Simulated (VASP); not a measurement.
A run of VASP 6.6.1 is set up as follows.

The input INCAR:

```
SYSTEM = Ga2B
PREC = Accurate
ENCUT = 520
EDIFF = 1E-6
ISMEAR = 0
SIGMA = 0.1
LREAL = .FALSE.
LASPH = .TRUE.
NELM = 60
ALGO = Fast
ISIF = 2
LWAVE = .FALSE.
LCHARG = .FALSE.
GGA = PE
NBANDS = 38
```

KPOINTS

```
regular mesh
0
G
  12 12 12
  0 0 0
```

POSCAR

```
Ga2B
1.0
   -3.5981621452      3.5981621452      1.7107445397
    3.5981621452     -3.5981621452      1.7107445397
    3.5981621452      3.5981621452     -1.7107445397
Ga B
4 2
Direct
    0.3750000000      0.6250000000      0.7500000000
    0.3750000000      0.1250000000      0.7500000000
    0.3750000000      0.6250000000      0.2500000000
    0.8750000000      0.6250000000      0.2500000000
    0.0000000000      0.0000000000      0.0000000000
    0.7500000000      0.2500000000      0.5000000000
```

Potentials or basis: VASP PAW PBE potentials, release 64 (Ga_d, B).

Command:

```bash
$ cat potpaw_PBE.64/Ga_d/POTCAR potpaw_PBE.64/B/POTCAR > POTCAR
$ mpirun -np 1 vasp_std > vasp.out
```

Problem. Estimate the band gap on the k mesh.

Solution. Zero (bands 29 and 30 overlap by 4.08 eV).

Problem. Estimate the pressure.

Solution. 0.1 GPa.
